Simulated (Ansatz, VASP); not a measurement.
## Two plane-wave programs on Ti3Al5

```
CELL_PARAMETERS angstrom
3.84417 0.00000 0.00000
0.00000 3.84417 0.00000
0.00000 0.00000 8.22326
ATOMIC_POSITIONS crystal
Ti 0.00000 0.00000 0.50000
Ti 0.50000 0.50000 0.00000
Ti 0.50000 0.50000 0.50000
Al 0.00000 0.50000 0.25243
Al 0.00000 0.50000 0.74757
Al 0.50000 0.00000 0.25243
Al 0.50000 0.00000 0.74757
Al 0.00000 0.00000 0.00000
```

Alike in both runs: functional LDA; k mesh 10 × 10 × 4; occupations gaussian, width 0.1 eV; no spin polarisation.

Ansatz relaxed the structure, and its values are those at the end. VASP's run is a single point on that final structure, the one shown.

|  | VASP | Ansatz |
| --- | --- | --- |
| version | VASP 6.6.1 | Ansatz 0.2.0 |
| potentials or method | VASP PAW LDA potentials, release 64 (Ti_sv, Al), cutoff 500 eV | scalar-relativistic, plane waves, PAW |
| valence electrons in the cell | 51 | 51 |

```csv
,VASP,Ansatz,Ansatz less VASP
gap on the k mesh at the Fermi level (eV),none,none,-
pressure (GPa),0.1,0.0,-0.14
```

LDA's correlation is that of Perdew and Zunger in VASP and of Perdew and Wang (1992) in Ansatz. A gap of «none» marks a metal or a gap that the smearing closes.
